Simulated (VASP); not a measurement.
Write the native input for VASP 6.6.1 that does the following.

* Task: single point
* Functional: PBEsol
* Potentials or basis: VASP PAW PBE potentials, release 64 (Al, Cu)
* Cutoff: 520 eV
* k mesh: 10 × 10 × 14
* Occupations: gaussian, width 0.1 eV
* Spin: no spin polarisation
* Dipole correction: no
* Further INCAR settings: ALGO = Fast; EDIFF = 1e-06; NBANDS = 16

The structure of Al2Cu lies in POSCAR:

```
Al2Cu
1.0
    4.0841721958      0.0000000000      0.0000000000
    0.0000000000      4.0841721958      0.0000000000
    0.0000000000      0.0000000000      2.8463947559
Al Cu
2 1
Direct
    0.5000000000      0.0000000000      0.5000000000
    0.0000000000      0.5000000000      0.5000000000
    0.0000000000      0.0000000000      0.0000000000
```

The input as run:

INCAR

```
  PREC = Accurate
  ENCUT = 520
  EDIFF = 1E-6
  ISMEAR = 0
  SIGMA = 0.1
  LREAL = F
  LASPH = T
  NELM = 80
  ALGO = Fast
  ISIF = 2
  LWAVE = F
  LCHARG = T
  GGA = PS
  LELF = T
  LVHAR = T
  NBANDS = 16
```

KPOINTS

```
regular mesh
0
Gamma
  10 10 14
```

Potentials or basis: VASP PAW PBE potentials, release 64 (Al, Cu).

The run is started by

```console
$ cat potpaw_PBE.64/Al/POTCAR potpaw_PBE.64/Cu/POTCAR > POTCAR
$ mpirun -np 1 vasp_std > vasp.out
```

Results of the run:

- Pressure: 0.1 GPa
- Band gap on the k mesh: zero (an odd number of electrons rules out a gap without spin polarisation)

Caveat: the PAW data sets were made with another functional, which shifts forces and pressure a little.

It took 58 s on 1 thread of Intel(R) Xeon(R) 6975P-C (Granite Rapids), with other jobs on the host, peak memory 0.24 GiB.
